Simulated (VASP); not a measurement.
The system is CoSi2.

```
Co Si
1.0
     0.00000    2.67800    2.67800
     2.67800    0.00000    2.67800
     2.67800    2.67800    0.00000
Co Si
1 2
Direct
  0.00000 0.00000 0.00000
  0.25000 0.25000 0.25000
  0.75000 0.75000 0.75000
```

Base run:

| Property | Result |
| --- | --- |
| Program | VASP 6.6.1 |
| Functional | PBEsol |
| Potentials or basis | VASP PAW PBE potentials, release 64 (Co, Si) |
| Cutoff | 520 eV |
| k mesh | 10 × 10 × 10 |
| Occupations | fermi-dirac, width 0.1 eV |
| Spin | collinear spin, ferromagnetic start |
| Starting moments | [1.5, 0.24, 0.24] μB |
| Fixed moment | 2.4 μB |

Its results: pressure 14.2 GPa; site moments Co +1.46; Si +0.20 μB.

Task: The run is repeated on the same cell with these changes: fixed moment from 2.4 μB to 1.8 μB; moments at the start from [1.5, 0.24, 0.24] to [1.16, 0.18, 0.18]. What comes out?

Result: Pressure 8.0 GPa; site moments Co +1.13; Si +0.14 μB.

Caveats: the PAW data sets were made with another functional, which shifts forces and pressure a little; the total moment is fixed, so each spin has its own Fermi level.
